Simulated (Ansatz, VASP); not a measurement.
Te2Mo: VASP beside Ansatz

File INCAR:

```
SYSTEM = Te2Mo
ALGO = Normal
EDIFF = 1E-7
ENCUT = 520
GGA = CA
ISIF = 2
ISMEAR = 0
LASPH = .TRUE.
LCHARG = .TRUE.
LELF = .TRUE.
LREAL = .FALSE.
LVHAR = .TRUE.
LWAVE = .FALSE.
NBANDS = 35
NELM = 100
PREC = Accurate
SIGMA = 0.1
```

File KPOINTS:

```
k-points
0
G
  1 1 1
  0 0 0
```

POSCAR

```
Te2Mo
1.0
    6.4143704427     -0.0186196383     -0.0358583084
   -0.0101867069      3.5084654527     -0.0070031604
   -0.2903639945     -0.0725410642     36.3603977472
Te Mo
4 2
Direct
    0.0670931569      0.7479765908      0.4422447393
    0.9271031869      0.2538941248      0.5568765676
    0.5694957808      0.2409766332      0.4587659540
    0.4205919255      0.7642716440      0.5399472164
    0.8225949430      0.7498917581      0.5019147383
    0.1747521581      0.2741959830      0.4976890355
```

Input for Ansatz:

```yaml
crystal:
  lattice:
    - [6.4143704427, -0.0186196383, -0.0358583084]
    - [-0.0101867069, 3.5084654527, -0.0070031604]
    - [-0.2903639945, -0.0725410642, 36.3603977472]
  atoms:
    - { symbol: Te, position: [0.0670931569, 0.7479765908, 0.4422447393] }
    - { symbol: Te, position: [0.9271031869, 0.2538941248, 0.5568765676] }
    - { symbol: Te, position: [0.5694957808, 0.2409766332, 0.458765954] }
    - { symbol: Te, position: [0.4205919255, 0.764271644, 0.5399472164] }
    - { symbol: Mo, position: [0.822594943, 0.7498917581, 0.5019147383] }
    - { symbol: Mo, position: [0.1747521581, 0.274195983, 0.4976890355] }
basis:
  ecutwfc: 420
kpoints:
  mp_grid: { grid: [1, 1, 1] }
hamiltonian:
  xc: lda
scf:
  occupations: { method: gaussian, width: 0.1 }
output:
  forces: true
  stress: true
  eigenvalues: true
```

Change from the starting cell: kmesh displaced: [1, 1, 1] Gamma-centred.

Alike in both runs: task single point; functional LDA; k mesh 1 × 1 × 1; occupations gaussian, width 0.1 eV; no spin polarisation.

```csv
,VASP,Ansatz
version,VASP 6.6.1,Ansatz 0.2.0
potentials or method,"VASP PAW LDA potentials, release 64 (Te, Mo_sv), cutoff 520 eV","scalar-relativistic, plane waves, PAW"
valence electrons in the cell,52,92
```

VASP gave:

```
gap on the k mesh at the Fermi level (eV) : 0.47
least direct gap on the mesh (eV)         : 0.47
rms of the force components (eV/Å)        : 1.361
```

Task: Which values does Ansatz return?

Result: gap on the k mesh at the Fermi level (eV): 0.46; least direct gap on the mesh (eV): 0.46; rms of the force components (eV/Å): 1.363.

LDA's correlation is that of Perdew and Zunger in VASP and of Perdew and Wang (1992) in Ansatz. Atom by atom the forces differ by 0.013 eV/Å (rms over components). VASP's potentials hold 52 valence electrons a cell and Ansatz's 92, so a difference there can come from the potentials and not from the codes.

Spin-orbit coupling is off throughout.
